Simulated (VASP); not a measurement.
# NaH (Pmmm) in VASP: notebook

Runs on NaH. Level: PBEsol. Tasks: single point.

Everything below comes from runs of VASP 6.6.1. Logs are shortened: lines on timing, memory, paths and dates and some standing lists are left out, and cuts for length are marked.

## (1) The cell of the first run

It takes space group Pmmm (No. 47, orthorhombic). Conventional cell: a = 2.837 Å, b = 2.955 Å, c = 3.073 Å, α = 90.00°, β = 90.00°, γ = 90.00°. Within 3.4 Å of Na (site symmetry mmm) lie 8 H at 2.56 Å and 6 Na at 2.84 to 3.07 Å. Within 3.4 Å of H (site symmetry mmm) lie 8 Na at 2.56 Å and 6 H at 2.84 to 3.07 Å.

## (2) Single point, PBEsol (strain -0.0400 x Voigt [1, -1, 0, 0, 0, 0])

File INCAR:

```
PREC = Accurate
ENCUT = 500
EDIFF = 1E-6
ISMEAR = 0
SIGMA = 0.05
LREAL = False
LASPH = True
NELM = 120
ALGO = Normal
ISIF = 2
LWAVE = False
LCHARG = False
GGA = PS
NBANDS = 11
GGA_COMPAT = False
```

File KPOINTS:

```
regular mesh
0
Gamma
  10 10 10
```

File POSCAR:

```
NaH
1.0
    2.8369190400      0.0000000000      0.0000000000
    0.0000000000      3.0733289600      0.0000000000
    0.0000000000      0.0000000000      2.9551240000
Na H
1 1
Direct
    0.0000000000      0.0000000000      0.0000000000
    0.5000000000      0.5000000000      0.5000000000
```

Potentials or basis: VASP PAW PBE potentials, release 64 (Na_pv, H).

Launch:

```sh
cat potpaw_PBE.64/Na_pv/POTCAR potpaw_PBE.64/H/POTCAR > POTCAR
mpirun -np 1 vasp_std > vasp.out
```

OUTCAR:

```text
PREC = Accurate
   ENCUT = 500
   EDIFF = 1E-6
   ISMEAR = 0
   LREAL = False
   LASPH = True
   NELM = 120
   ISIF = 2
   GGA = PS

 ion  position               nearest neighbor table
   1  0.000  0.000  0.000-
   2  0.500  0.500  0.500-

  LATTYP: Found a simple orthorhombic cell.
 ALAT       =     2.8369190400
 B/A-ratio  =     1.0416666667
 C/A-ratio  =     1.0833333333

  Lattice vectors:

 A1 = (  -2.8369190400,   0.0000000000,   0.0000000000)
 A2 = (   0.0000000000,   0.0000000000,   2.9551240000)
 A3 = (   0.0000000000,   3.0733289600,   0.0000000000)

Analysis of symmetry for initial positions (statically):
=====================================================================
 Subroutine PRICEL returns:
 Original cell was already a primitive cell.

 Routine SETGRP: Setting up the symmetry group for a
 simple orthorhombic supercell.

 Subroutine GETGRP returns: Found  8 space group operations
 (whereof  8 operations were pure point group operations)
 out of a pool of  8 trial point group operations.

The static configuration has the point symmetry D_2h.

Analysis of symmetry for dynamics (positions and initial velocities):
=====================================================================
 Subroutine PRICEL returns:
 Original cell was already a primitive cell.

 Routine SETGRP: Setting up the symmetry group for a
 simple orthorhombic supercell.

 Subroutine GETGRP returns: Found  8 space group operations
 (whereof  8 operations were pure point group operations)
 out of a pool of  8 trial point group operations.

The dynamic configuration has the point symmetry D_2h.

 Subroutine INISYM returns: Found  8 space group operations
 (whereof  8 operations are pure point group operations),
 and found     1 'primitive' translations

----------------------------------------------------------------------------------------

                                     Primitive cell

  volume of cell :      25.7651

  direct lattice vectors                    reciprocal lattice vectors
     2.836919040  0.000000000  0.000000000     0.352495079  0.000000000  0.000000000
     0.000000000  3.073328960  0.000000000     0.000000000  0.325380073  0.000000000
     0.000000000  0.000000000  2.955124000     0.000000000  0.000000000  0.338395275

  length of vectors
     2.836919040  3.073328960  2.955124000     0.352495079  0.325380073  0.338395275
[... 87 lines left out ...]
   ISIF   =      2    stress and relaxation
   ISYM   =      2    0-nonsym 1-usesym 2-fastsym
   POTIM  = 0.5000    time-step for ionic-motion
   TEBEG  =    0.0;   TEEND  =   0.0 temperature during run
   PSTRESS=    0.0 pullay stress
   NELECT =       8.0000    total number of electrons
   NUPDOWN=      -1.0000    fix difference up-down
   EMIN   =  10.00;   EMAX   =-10.00  energy-range for DOS
   EFERMI =   0.00;   METHOD = LEGACY
   ISMEAR =     0;   SIGMA  =   0.05  broadening in eV -4-tet -1-fermi 0-gaus
   EFERMI_NEDOS =   21; number of points for ismear=-14 and -15
   IALGO  =     38    algorithm
   IMIX   =      4    mixing-type and parameters
     AMIX     =   0.40;   BMIX     =  1.00
     AMIX_MAG =   1.60;   BMIX_MAG =  1.00
  volume/ion in A,a.u.               =      12.88        86.94
  Fermi-wavevector in a.u.,A,eV,Ry     =   1.108564  2.094883 16.720404  1.228915
  Thomas-Fermi vector in A             =   2.245093
   LORBIT       =      0    0 simple, 1 ext, 2 COOP (PROOUT), +10 PAW based schemes
   GGA     = PS    functional components
   LHFCALC =     F    Hartree Fock is set to
   AEXX    =    0.0000 exact exchange contribution
   IVDW    =     0    specifies the selected vdW correction
   LEPSILON=     F    determine dielectric tensor
   LRPA    =     F    only Hartree local field effects (RPA)
 non-spin polarized calculation
 Gauss-broadening in eV      SIGMA  =   0.05
  energy-cutoff  :      500.00
  volume of cell :       25.77
 maximum number of plane-waves:       671
 NGX is ok and might be reduce to    24
   NGX = 11   NGY = 11   NGZ = 11

 number of electron       7.9999998 magnetization

 Free energy of the ion-electron system (eV)
  ---------------------------------------------------
  ext. energy  EPLUGINS =         0.00000000
  ---------------------------------------------------
  free energy    TOTEN  =        -4.75962198 eV

  energy without entropy =       -4.75962198  energy(sigma->0) =       -4.75962198

 E-fermi :   1.6244     XC(G=0):  -8.2668

 val. band max:        1.4217593644   @ k =   0.5000   0.5000   0.5000
 cond. band min:       1.8181565381   @ k =   0.0000   0.5000   0.0000
 fundamental gap:      0.3963971737
 Fermi energy:         1.6243854586

 k-point     1 :       0.0000    0.0000    0.0000
  band No.  band energies     occupation
      1     -23.1404      2.00000
      2     -23.1383      2.00000
      3     -23.1287      2.00000
      4      -4.6918      2.00000
      5       9.6990      0.00000
      6      11.6756      0.00000
      7      12.4007      0.00000
      8      12.8939      0.00000
      9      13.6716      0.00000
     10      15.0998      0.00000
     11      25.8375      0.00000
[... 309 lines left out ...]
 k-point    24 :       0.5000    0.3000    0.0000
  band No.  band energies     occupation
      1     -23.3615      2.00000
      2     -23.1924      2.00000
      3     -23.1084      2.00000
      4      -1.0117      2.00000
      5       3.9771      0.00000
      6       7.1120      0.00000
      7      10.5160      0.00000
      8      15.4114      0.00000
      9      17.3328      0.00000
     10      19.8287      0.00000
     11      20.5935      0.00000

 [... further k-points ...]

------------------------ aborting loop because EDIFF is reached ----------------------------------------

  FORCE on cell =-STRESS in cart. coord.  units (eV):
  Direction    XX          YY          ZZ          XY          YZ          ZX
  --------------------------------------------------------------------------------------
  -------------------------------------------------------------------------------------
  Total        0.6645801     -0.7793677     -0.0697071      0.0000000      0.0000000      0.0000000
  in kB       41.3262723    -48.4642235     -4.3346665      0.0000000      0.0000000      0.0000000
  external PRESSURE =      -3.8242059 kB  Pullay stress =       0.0000000 kB

 VOLUME and BASIS-vectors are now :
 -----------------------------------------------------------------------------
  energy-cutoff  :      500.00
  volume of cell :       25.77
      direct lattice vectors                 reciprocal lattice vectors
     2.836919040  0.000000000  0.000000000     0.352495079  0.000000000  0.000000000
     0.000000000  3.073328960  0.000000000     0.000000000  0.325380073  0.000000000
     0.000000000  0.000000000  2.955124000     0.000000000  0.000000000  0.338395275

 POSITION                                       TOTAL-FORCE (eV/Angst)
 -----------------------------------------------------------------------------------
      0.00000      0.00000      0.00000         0.000000      0.000000      0.000000
      1.41846      1.53666      1.47756         0.000000      0.000000      0.000000
 -----------------------------------------------------------------------------------
    total drift:                                0.000000      0.000000      0.000000

  FREE ENERGIE OF THE ION-ELECTRON SYSTEM (eV)
  ---------------------------------------------------
  free  energy   TOTEN  =        -4.7596219827 eV

  energy  without entropy=       -4.7596219827  energy(sigma->0) =       -4.75962198
```

Run time: 32 s. Hardware: 1 thread of AMD EPYC 7R13 (Zen 3), shared host; peak memory 0.14 GiB.

What came out:

* Free energy: -4.7596 eV
* Pressure: -0.4 GPa
* Band gap on the k mesh: 0.40 eV (least direct gap 4.19 eV)

Stress tensor (GPa, compression positive):
```
 4.13  0.00  0.00
 0.00 -4.85  0.00
 0.00  0.00 -0.43
```

Caveat: the cell differs from its parent crystal (strain -0.0400 x Voigt [1, -1, 0, 0, 0, 0]); the PAW data sets were made with another functional, which shifts forces and pressure a little.

(Part 1 of 2 ends here.)
